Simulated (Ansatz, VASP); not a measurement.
One calculation of Mo, two programs

File INCAR:

```
PREC     = Accurate       # precision mode
ENCUT    = 500            # plane-wave cutoff, eV
EDIFF    = 1E-7           # SCF threshold, eV
ISMEAR   = -1             # smearing method
SIGMA    = 0.15           # smearing width, eV
LREAL    = False          # projectors in reciprocal space
LASPH    = True           # aspherical terms in the spheres
NELM     = 120            # most SCF steps
ALGO     = Normal         # electronic algorithm
ISIF     = 3              # what is computed and relaxed
LWAVE    = False          # write WAVECAR
LCHARG   = False          # write CHGCAR
GGA      = CA             # functional
IBRION   = 2              # ionic algorithm
NSW      = 80             # ionic steps
EDIFFG   = -0.001         # ionic threshold
GGA_COMPAT= False        
NELMIN   = 4
```

The input KPOINTS:

```
Automatic mesh
0
Gamma
  16 16 16
```

The input POSCAR:

```
Mo
1.0
   -1.5554689568      1.5554689568      1.5554689568
    1.5554689568     -1.5554689568      1.5554689568
    1.5554689568      1.5554689568     -1.5554689568
Mo
1
Direct
    0.0000000000      0.0000000000      0.0000000000
```

Input for Ansatz:

```yaml
crystal:
  lattice:
    - [-1.5554689568, 1.5554689568, 1.5554689568]
    - [1.5554689568, -1.5554689568, 1.5554689568]
    - [1.5554689568, 1.5554689568, -1.5554689568]
  atoms:
    - { symbol: Mo, position: [0.0, 0.0, 0.0] }
basis:
  ecutwfc: 420
kpoints:
  mp_grid: { grid: [16, 16, 16] }
hamiltonian:
  xc: lda
  pseudopotentials: { kind: paw, azcp: { folder: soft_1 } }
scf:
  occupations: { method: fermi_dirac, width: 0.15 }
output:
  forces: true
  stress: true
  eigenvalues: true
relax:
  adjacent_minimum: "off"
  f_tol: 0.001
  max_steps: 60
  cell: { stress_tol: 0.01 }
```

Alike in both runs: task relaxation of cell and atoms; functional LDA; k mesh 16 × 16 × 16; occupations fermi-dirac, width 0.15 eV; no spin polarisation.

|  | VASP | Ansatz |
| --- | --- | --- |
| version | VASP 6.6.1 | Ansatz 0.2.0 |
| potentials or method | VASP PAW LDA potentials, release 64 (Mo_sv), cutoff 500 eV | scalar-relativistic, plane waves, PAW |
| valence electrons in the cell | 14 | 14 |

VASP gave:

```
gap on the k mesh at the Fermi level, each at its own relaxed structure (eV) : none
relaxed volume (Å³/atom)                                                     : 15.12
relaxed cell length with the largest relative difference (Å)                 : 2.698
```

Problem. Which values does Ansatz return?

Solution. gap on the k mesh at the Fermi level, each at its own relaxed structure (eV): none; relaxed volume (Å³/atom): 15.06; relaxed cell length with the largest relative difference (Å): 2.695.

Ansatz warns that its potentials were made for another functional, while VASP's fit it. LDA's correlation is that of Perdew and Zunger in VASP and of Perdew and Wang (1992) in Ansatz. A gap of «none» marks a metal or a gap that the smearing closes.
